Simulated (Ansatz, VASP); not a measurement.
Zr: VASP and Ansatz over several settings

```xyz
2
Lattice="3.2320 0.0000 0.0000 -1.6160 2.7990 0.0000 0.0000 0.0000 5.1470" Properties=species:S:1:pos:R:3 pbc="T T T"
Zr    1.6160    0.9330    3.8603
Zr    0.0000    1.8660    1.2868
```

Single points on this cell with VASP 6.6.1 and Ansatz 0.2.0. Each row is one pair of runs. Alike in all rows: spin: off; Ansatz's potentials, cutoff: Ansatz PAW, 420 eV.

```csv
level,k mesh,smearing,"VASP's potentials, cutoff","gap on the k mesh at the Fermi level (eV), VASP","gap on the k mesh at the Fermi level (eV), Ansatz","pressure (GPa), VASP","pressure (GPa), Ansatz"
PBE,9 × 9 × 5,"gaussian, width 0.027 eV","VASP PAW PBE potentials, release 64 (Zr_sv), 520 eV",none,none,0.6,0.6
PBE,9 × 9 × 5,"gaussian, width 0.028 eV","VASP PAW PBE potentials, release 64 (Zr_sv), 520 eV",none,none,0.6,0.6
PBE,5 × 5 × 3,"fermi-dirac, width 0.05 eV","VASP PAW PBE potentials, release 64 (Zr_sv), 500 eV",none,none,0.7,0.7
RPBE+D4,9 × 9 × 5,"fermi-dirac, width 0.05 eV","VASP PAW PBE potentials, release 64 (Zr_sv), 500 eV",none,none,0.4,0.4
PBE,9 × 9 × 5,"gaussian, width 0.013 eV","VASP PAW PBE potentials, release 64 (Zr_sv), 520 eV",none,none,0.6,0.6
PBE,9 × 9 × 5,"gaussian, width 0.016 eV","VASP PAW PBE potentials, release 64 (Zr_sv), 520 eV",none,none,0.6,0.6
PBE,9 × 9 × 5,"gaussian, width 0.017 eV","VASP PAW PBE potentials, release 64 (Zr_sv), 520 eV",none,none,0.6,0.6
PBE,9 × 9 × 5,"gaussian, width 0.022 eV","VASP PAW PBE potentials, release 64 (Zr_sv), 520 eV",none,none,0.6,0.6
```

Pressure (GPa): the two programs differ by at most 0.05.

A gap of «none» marks a metal or a gap that the smearing closes.

The k mesh is coarse in some rows, so the values compare programs but aren't converged.
